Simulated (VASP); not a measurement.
The system is ScBe3.

```
Sc Be
1.0
    -1.67825    1.67825    3.74882
     1.67825   -1.67825    3.74882
     1.67825    1.67825   -3.74882
Sc Be
1 3
Direct
  0.00000 0.00000 0.00000
  0.50000 0.50000 0.00000
  0.25000 0.75000 0.50000
  0.75000 0.25000 0.50000
```

```yaml
Program: VASP 6.6.1
Task: relaxation of cell and atoms
Functional: r2SCAN
Potentials_or_basis: VASP PAW PBE potentials, release 64 (Sc_sv, Be)
Cutoff: 600 eV
k_mesh: 8 × 8 × 8
Occupations: gaussian, width 0.1 eV
Spin: no spin polarisation
```

At the start: pressure 25.6 GPa; volume 10.56 Å³/atom.

Where does the relaxation end?

Over 12 steps the energy falls by 623.5 meV/atom and the volume is 11.61 Å³/atom (+10.0 %); space group I4/mmm (No. 139, to 0.1 Å) before, Fm-3m (No. 225, to 0.1 Å).

Step by step:
```
step  energy change (eV)  largest force (eV/Å)  pressure (GPa)  volume (Å³)
   1              0.0000                0.0000           25.63        42.23
   2             -1.3677                0.0000           -5.70        53.12
   3             -1.3835                0.0000           -8.53        55.02
   4             -2.0336                0.0000           -8.38        52.61
   5             -2.3306                0.0000           -7.12        50.82
   6             -2.3541                0.0000            0.77        46.54
   7             -2.4528                0.0000           -4.86        49.11
   8             -2.4635                0.0000           -4.15        48.70
   9             -2.4671                0.0000           -3.54        48.36
  10             -2.4660                0.0000           -3.86        48.52
  11             -2.4928                0.0000            0.93        46.04
  12             -2.4940                0.0000            0.12        46.44
```

Final structure:
```
Sc Be
1.0
    -2.02171    2.02171    2.84030
     2.02171   -2.02171    2.84030
     2.02171    2.02171   -2.84030
Sc Be
1 3
Direct
  0.00000 0.00000 0.00000
  0.50000 0.50000 0.00000
  0.25000 0.75000 0.50000
  0.75000 0.25000 0.50000
```

Caveat: the PAW data sets were made with another functional, which shifts forces and pressure a little.
